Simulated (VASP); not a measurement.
## Al3Cu2: single point with PBEsol

Crystal: Al3Cu2.

```
Al Cu
1.0
     4.05649    0.00000    0.00000
    -2.02824    3.51302    0.00000
     0.00000    0.00000    4.93346
Al Cu
3 2
Direct
  0.00000 0.00000 0.00000
  0.33333 0.66667 0.35179
  0.66667 0.33333 0.64821
  0.33333 0.66667 0.84248
  0.66667 0.33333 0.15752
```

This cell differs from its parent crystal: volume scaled by 0.97, then relaxed in part.

- Program: VASP 6.6.1
- Task: single point
- Functional: PBEsol
- Potentials or basis: VASP PAW PBE potentials, release 64 (Al, Cu)
- Cutoff: 520 eV
- k mesh: 12 × 12 × 8
- Occupations: gaussian, width 0.1 eV
- Spin: no spin polarisation

```json
{
  "Pressure": "4.0 GPa",
  "Largest force": "0.008 eV/Å"
}
```

Forces on the atoms (eV/Å):
```
Al   0.000  0.000  0.000
Al   0.000  0.000  0.008
Al   0.000  0.000 -0.008
Cu   0.000  0.000  0.004
Cu   0.000  0.000 -0.004
```

Levels at points of the mesh, in eV from the Fermi level:
| k point | band 13 | band 14 | band 15 | band 16 | band 17 | band 18 |
| --- | --- | --- | --- | --- | --- | --- |
| (0.00, 0.00, 0.00) | -3.73 | -0.23 | -0.23 | 1.35 | 1.35 | 2.66 |
| (0.50, 0.00, 0.00) | -3.15 | -3.07 | -2.65 | -0.74 | 0.01 | 0.35 |
| (0.00, 0.00, 0.50) | 1.20 | 1.20 | 1.29 | 1.29 | 1.78 | 2.48 |
| (0.50, 0.00, 0.50) | -4.24 | -3.60 | -1.83 | -0.19 | 0.74 | 1.02 |

Wall time 2.6 min on 1 thread of Intel(R) Xeon(R) 6975P-C (Granite Rapids) (shared host), peak memory 0.31 GiB.

Caveat: the PAW data sets were made with another functional, which shifts forces and pressure a little.
